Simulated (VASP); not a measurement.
A run of VASP 6.6.1 is set up as follows.

Contents of INCAR:

```
SYSTEM = Ti
PREC     = Accurate       ! precision mode
ENCUT    = 520            ! plane-wave cutoff, eV
EDIFF    = 1E-6           ! SCF threshold, eV
ISMEAR   = 0              ! smearing method
SIGMA    = 0.1            ! smearing width, eV
LREAL    = .FALSE.        ! projectors in reciprocal space
LASPH    = .TRUE.         ! aspherical terms in the spheres
NELM     = 80             ! most SCF steps
ALGO     = Fast           ! electronic algorithm
ISIF     = 2              ! what is computed and relaxed
LWAVE    = .FALSE.        ! write WAVECAR
LCHARG   = .FALSE.        ! write CHGCAR
GGA      = PE             ! functional
NBANDS   = 25             ! bands
```

Contents of KPOINTS:

```
regular mesh
0
G
  12 12 14
  0 0 0
```

POSCAR

```
Ti
1.0
    4.5797920052      0.0000000000      0.0000000000
   -2.2898960026      3.9662162205      0.0000000000
    0.0000000000      0.0000000000      2.8314061317
Ti
3
Direct
    0.0000000000      0.0000000000      0.0000000000
    0.3333333333      0.6666666667      0.5000000000
    0.6666666667      0.3333333333      0.5000000000
```

Potentials or basis: VASP PAW PBE potentials, release 64 (Ti_sv).

Launch:

```sh
$ cat potpaw_PBE.64/Ti_sv/POTCAR > POTCAR
$ mpirun -np 1 vasp_std > vasp.out
```

**Question.** Estimate the pressure.

**Answer.** -0.4 GPa.

**Question.** Predict the band gap on the k mesh.

**Answer.** Zero (band 18 reaches 8.55 eV, above the bottom of band 19 at 8.30 eV).
